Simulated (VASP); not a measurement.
# Rb (Im-3m) in VASP: further runs, part 2 of 2

VASP 6.6.1. The steps go on from the part before.

## (4) Relaxation of cell and atoms, PBE

This run uses another cell than the first one, of 92.24 Å³/atom.

Contents of INCAR:

```
SYSTEM = Rb
ALGO = Normal ; EDIFF = 1E-7
EDIFFG = -0.003 ; ENCUT = 600
GGA = PE ; IBRION = 2
ISIF = 3 ; ISMEAR = 0
LASPH = .True. ; LCHARG = .False.
LREAL = .False. ; LWAVE = .False.
NELM = 80 ; NSW = 50
PREC = Accurate ; SIGMA = 0.1
```

Contents of KPOINTS:

```
k-points
0
Gamma
  10 10 10
  0 0 0
```

Contents of POSCAR:

```
Rb
1.0
   -2.8463511385      2.8463511385      2.8463511385
    2.8463511385     -2.8463511385      2.8463511385
    2.8463511385      2.8463511385     -2.8463511385
Rb
1
Direct
    0.0000000000      0.0000000000      0.0000000000
```

Potentials or basis: VASP PAW PBE potentials, release 64 (Rb_sv).

Launch:

```
$ cat potpaw_PBE.64/Rb_sv/POTCAR > POTCAR
$ mpirun -np 1 vasp_std > vasp.out
```

OUTCAR:

```text
SYSTEM = Rb
   EDIFF = 1E-7
   EDIFFG = -0.003
   ENCUT = 600
   GGA = PE
   IBRION = 2
   ISIF = 3
   ISMEAR = 0
   LASPH = .True.
   LREAL = .False.
   NELM = 80
   NSW = 50
   PREC = Accurate

 ion  position               nearest neighbor table
   1  0.000  0.000  0.000-

  LATTYP: Found a body centered cubic cell.
 ALAT       =     5.6927022770

  Lattice vectors:

 A1 = (  -2.8463511385,   2.8463511385,   2.8463511385)
 A2 = (   2.8463511385,  -2.8463511385,   2.8463511385)
 A3 = (   2.8463511385,   2.8463511385,  -2.8463511385)

Analysis of symmetry for initial positions (statically):
=====================================================================
 Subroutine PRICEL returns:
 Original cell was already a primitive cell.

 Routine SETGRP: Setting up the symmetry group for a
 body centered cubic supercell.

 Subroutine GETGRP returns: Found 48 space group operations
 (whereof 48 operations were pure point group operations)
 out of a pool of 48 trial point group operations.

The static configuration has the point symmetry O_h .

Analysis of symmetry for dynamics (positions and initial velocities):
=====================================================================
 Subroutine PRICEL returns:
 Original cell was already a primitive cell.

 Routine SETGRP: Setting up the symmetry group for a
 body centered cubic supercell.

 Subroutine GETGRP returns: Found 48 space group operations
 (whereof 48 operations were pure point group operations)
 out of a pool of 48 trial point group operations.

The dynamic configuration has the point symmetry O_h .

 Subroutine INISYM returns: Found 48 space group operations
 (whereof 48 operations are pure point group operations),
 and found     1 'primitive' translations

----------------------------------------------------------------------------------------

                                     Primitive cell

  volume of cell :      92.2413

  direct lattice vectors                    reciprocal lattice vectors
    -2.846351139  2.846351139  2.846351139     0.000000000  0.175663499  0.175663499
[... 113 lines left out ...]
   LEPSILON=     F    determine dielectric tensor
   LRPA    =     F    only Hartree local field effects (RPA)
 conjugate gradient relaxation of ions
 non-spin polarized calculation
 Gauss-broadening in eV      SIGMA  =   0.10
  energy-cutoff  :      600.00
  volume of cell :       92.24
 maximum number of plane-waves:      3132
   NGX = 19   NGY = 19   NGZ = 19

--------------------------------------- Ionic step        1  -------------------------------------------

 number of electron       9.0000000 magnetization

 Free energy of the ion-electron system (eV)
  ---------------------------------------------------
  ext. energy  EPLUGINS =         0.00000000
  ---------------------------------------------------
  free energy    TOTEN  =        -0.93576744 eV

  energy without entropy =       -0.92956077  energy(sigma->0) =       -0.93266410

------------------------ aborting loop because EDIFF is reached ----------------------------------------

  FORCE on cell =-STRESS in cart. coord.  units (eV):
  Direction    XX          YY          ZZ          XY          YZ          ZX
  --------------------------------------------------------------------------------------
  -------------------------------------------------------------------------------------
  Total       -0.0160254     -0.0160254     -0.0160254      0.0000000     -0.0000000      0.0000000
  in kB       -0.2783516     -0.2783516     -0.2783516      0.0000000     -0.0000000      0.0000000
  external PRESSURE =      -0.2783516 kB  Pullay stress =       0.0000000 kB
[... 57 lines left out ...]
--------------------------------------- Ionic step        3  -------------------------------------------

 number of electron       9.0000000 magnetization

 E-fermi :  -0.0023     XC(G=0):  -5.4486

 val. band max:       -0.0051926877   @ k =  -0.3000   0.4000   0.2000
 cond. band min:       0.0770595034   @ k =  -0.4000   0.4000   0.2000
 fundamental gap:      0.0822521910
 Fermi energy:        -0.0022696465

 k-point     1 :       0.0000    0.0000    0.0000
  band No.  band energies     occupation
      1     -28.9114      2.00000
      2     -12.9544      2.00000
      3     -12.9544      2.00000
      4     -12.9544      2.00000
      5      -1.9670      2.00000
      6       3.6671      0.00000
      7       3.6671      0.00000
      8       3.6671      0.00000
[... 322 lines left out ...]
--------------------------------------- Ionic step        5  -------------------------------------------

 number of electron       9.0000000 magnetization

 Free energy of the ion-electron system (eV)
  ---------------------------------------------------
  ext. energy  EPLUGINS =         0.00000000
  ---------------------------------------------------
  free energy    TOTEN  =        -0.93585498 eV

  energy without entropy =       -0.92964733  energy(sigma->0) =       -0.93275116

 E-fermi :   0.0076     XC(G=0):  -5.4590

 val. band max:        0.0046634916   @ k =  -0.3000   0.4000   0.2000
 cond. band min:       0.0870219509   @ k =  -0.4000   0.4000   0.2000
 fundamental gap:      0.0823584594
 Fermi energy:         0.0075681643

 k-point     1 :       0.0000    0.0000    0.0000
  band No.  band energies     occupation
      1     -28.8994      2.00000
      2     -12.9419      2.00000
      3     -12.9419      2.00000
      4     -12.9419      2.00000
      5      -1.9631      2.00000
      6       3.6809      0.00000
      7       3.6809      0.00000
      8       3.6809      0.00000
[... 281 lines left out ...]
  FREE ENERGIE OF THE ION-ELECTRON SYSTEM (eV)
  ---------------------------------------------------
  free  energy   TOTEN  =        -0.9358549833 eV

  energy  without entropy=       -0.9296473275  energy(sigma->0) =       -0.93275116

 reached required accuracy - stopping structural energy minimisation
```

CONTCAR:

```text
Rb
   1.00000000000000
    -2.8364812472244378    2.8364812472244378    2.8364812472244378
     2.8364812472244378   -2.8364812472244378    2.8364812472244378
     2.8364812472244378    2.8364812472244378   -2.8364812472244378
  Rb
     1
Direct
     0.0000000000000000    0.0000000000000000    0.0000000000000000

  0.00000000E+00  0.00000000E+00  0.00000000E+00
```

It took 3.7 min on 1 thread of Intel Xeon Platinum 8259CL at 2.50GHz (Skylake/Cascade Lake), shared host; peak memory 0.26 GiB.

What came out:

```
Free energy                           : -0.9359 eV
Relaxed volume                        : 91.29 Å³/atom
Relaxed cell                          : a = 4.913 Å, b = 4.913 Å, c = 4.913 Å, α = 109.47°, β = 109.47°, γ = 109.47°
Space group after relaxing (to 0.1 Å) : Im-3m (No. 229)
Energy gained by relaxing             : 0.1 meV/atom
Ionic steps                           : 5
Pressure after relaxing               : 0.0 GPa
Band gap on the k mesh                : zero (an odd number of electrons rules out a gap without spin polarisation)
```

Final structure:
```cif
data_structure
_symmetry_space_group_name_H-M 'P 1'
_symmetry_Int_Tables_number 1
_cell_length_a 4.9129
_cell_length_b 4.9129
_cell_length_c 4.9129
_cell_angle_alpha 109.471
_cell_angle_beta 109.471
_cell_angle_gamma 109.471
_cell_volume 91.29
loop_
_atom_site_label
_atom_site_type_symbol
_atom_site_fract_x
_atom_site_fract_y
_atom_site_fract_z
_atom_site_occupancy
Rb1 Rb 0.00000 0.00000 0.00000 1
```

## (5) Summary

| task | cell | cutoff (eV) | gap on the mesh (eV) | pressure (GPa) |
| --- | --- | --- | --- | --- |
| single point | a = 5.027 Å, angles 109.5°, 1 atom | 520 | none | -0.2 |
| single point | a = 5.074 Å, angles 109.5°, 1 atom | 520 | none | -0.2 |
| relaxation of cell and atoms | relaxed from a = 4.930 Å, angles 109.5°, 1 atom | 600 | none | 0.0 |

Alike in all rows: level PBE; potentials or basis VASP PAW PBE potentials, release 64 (Rb_sv); no spin polarisation; k mesh 10 × 10 × 10; smearing gaussian 0.1 eV.

Absolute energies hang on the potentials; compare differences alone.
